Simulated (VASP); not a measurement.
A run of VASP 6.6.1 is set up as follows.

Contents of INCAR:

```
SYSTEM = Mo
PREC = Accurate ; ENCUT = 520
EDIFF = 1E-7 ; ISMEAR = 0
SIGMA = 0.15 ; LREAL = .FALSE.
LASPH = .TRUE. ; NELM = 80
ALGO = Fast ; ISIF = 2
LWAVE = .FALSE. ; LCHARG = .TRUE.
GGA = PE ; LELF = .TRUE.
LVHAR = .TRUE. ; NBANDS = 13
```

File KPOINTS:

```
regular mesh
0
G
  20 20 20
  0 0 0
```

File POSCAR:

```
Mo
1.0
   -1.4433066664      1.6013300601      1.6960650846
    1.4433066664     -1.6013300601      1.6960650846
    1.4433066664      1.6013300601     -1.6960650846
Mo
1
Direct
    0.0000000000      0.0000000000      0.0000000000
```

Potentials or basis: VASP PAW PBE potentials, release 64 (Mo_sv).

Run with:

```sh
$ cat potpaw_PBE.64/Mo_sv/POTCAR > POTCAR
$ mpirun -np 1 vasp_std > vasp.out
```

**Question.** What does it give for the pressure?

**Answer.** 4.7 GPa.

**Question.** Estimate the band gap on the k mesh.

**Answer.** Zero (band 7 reaches 16.34 eV, above the bottom of band 8 at 11.28 eV).

Stress tensor (GPa, compression positive):
```
 26.34   0.00   0.00
  0.00  -0.62   0.00
  0.00   0.00 -11.65
```

Caveat: the cell differs from its parent crystal (strain +e along x and -e along y -0.0500, strain +e along z and -e/2 along x and y +0.0733).
